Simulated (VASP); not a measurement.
Write the native input for VASP 6.6.1 that does the following.

| Quantity | Value |
| --- | --- |
| Task | single point |
| Functional | PBEsol |
| Potentials or basis | VASP PAW PBE potentials, release 64 (Ir) |
| Cutoff | 520 eV |
| k mesh | 24 × 24 × 12 |
| Occupations | gaussian, width 0.15 eV |
| Spin | no spin polarisation |
| Dipole correction | no |
| Further INCAR settings | ALGO = Fast; EDIFF = 1e-06; NBANDS = 16 |

The structure of Ir lies in POSCAR:

```
Ir
1.0
    2.6653403988      0.0000000000      0.0000000000
   -1.3326701994      2.3082524951      0.0000000000
    0.0000000000      0.0000000000      4.7550262051
Ir
2
Direct
    0.6666666667      0.3333333333      0.7500000000
    0.3333333333      0.6666666667      0.2500000000
```

This cell differs from its parent crystal: ratio of the length along z to the lengths across it x 1.1, volume and fractional coordinates fixed.

One way to write it, as run:

INCAR

```
SYSTEM = Ir
PREC = Accurate
ENCUT = 520
EDIFF = 1E-6
ISMEAR = 0
SIGMA = 0.15
LREAL = .False.
LASPH = .True.
NELM = 100
ALGO = Fast
ISIF = 2
LWAVE = .False.
LCHARG = .False.
GGA = PS
NBANDS = 16
```

KPOINTS

```
Automatic mesh
0
Gamma
  24 24 12
  0 0 0
```

Potentials or basis: VASP PAW PBE potentials, release 64 (Ir).

Run with:

```sh
$ cat potpaw_PBE.64/Ir/POTCAR > POTCAR
$ mpirun -np 1 vasp_std > vasp.out
```

Results of the run:

| Property | Result |
| --- | --- |
| Pressure | -7.7 GPa |
| Band gap on the k mesh | zero (band 9 reaches 11.20 eV, above the bottom of band 10 at 7.75 eV) |

Caveat: the PAW data sets were made with another functional, which shifts forces and pressure a little; spin-orbit coupling is left out, which moves the levels of the heavy elements.

Run time: 2.2 min on 1 thread of Intel(R) Xeon(R) Platinum 8488C (Sapphire Rapids), on a shared host, peak memory 0.28 GiB.
